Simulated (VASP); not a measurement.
Set up this calculation in VASP 6.6.1, as the native input.

| Quantity | Value |
| --- | --- |
| Task | single point |
| Functional | PBE |
| Potentials or basis | VASP PAW PBE potentials, release 64 (Cd, I) |
| Cutoff | 520 eV |
| k mesh | 6 × 6 × 4 |
| Occupations | gaussian, width 0.1 eV |
| Spin | no spin polarisation |
| Dipole correction | no |
| Further INCAR settings | ALGO = Fast; EDIFF = 1e-07; NBANDS = 33 |

The structure of Cd3I2 lies in POSCAR:

```
Cd3I2
1.0
    4.8435336902      0.0000000000      0.0000000000
   -2.4217668451      4.1946232198      0.0000000000
    0.0000000000      0.0000000000      7.5357516551
Cd I
3 2
Direct
    0.0000000000      0.0000000000      0.0000000000
    0.3333333333      0.6666666667      0.6450000000
    0.6666666667      0.3333333333      0.3550000000
    0.3333333333      0.6666666667      0.2450000000
    0.6666666667      0.3333333333      0.7550000000
```

The input as run:

INCAR

```
ALGO = Fast
EDIFF = 1E-7
ENCUT = 520
GGA = PE
ISIF = 2
ISMEAR = 0
LASPH = T
LCHARG = T
LELF = T
LREAL = F
LVHAR = T
LWAVE = F
NBANDS = 33
NELM = 80
PREC = Accurate
SIGMA = 0.1
```

KPOINTS

```
k-points
0
Gamma
  6 6 4
```

Potentials or basis: VASP PAW PBE potentials, release 64 (Cd, I).

Launch:

```bash
$ cat potpaw_PBE.64/Cd/POTCAR potpaw_PBE.64/I/POTCAR > POTCAR
$ mpirun -np 1 vasp_std > vasp.out
```

It gave:

```
Pressure               : 7.9 GPa
Largest force          : 0.854 eV/Å
Band gap on the k mesh : zero (bands 25 and 26 overlap by 1.00 eV)
```

Caveat: the cell stands under pressure; spin-orbit coupling is left out, which moves the levels of the heavy elements.

It took 2.4 min on 1 thread of AMD EPYC 9755 128-Core Processor, with other jobs on the host, peak memory 0.28 GiB.
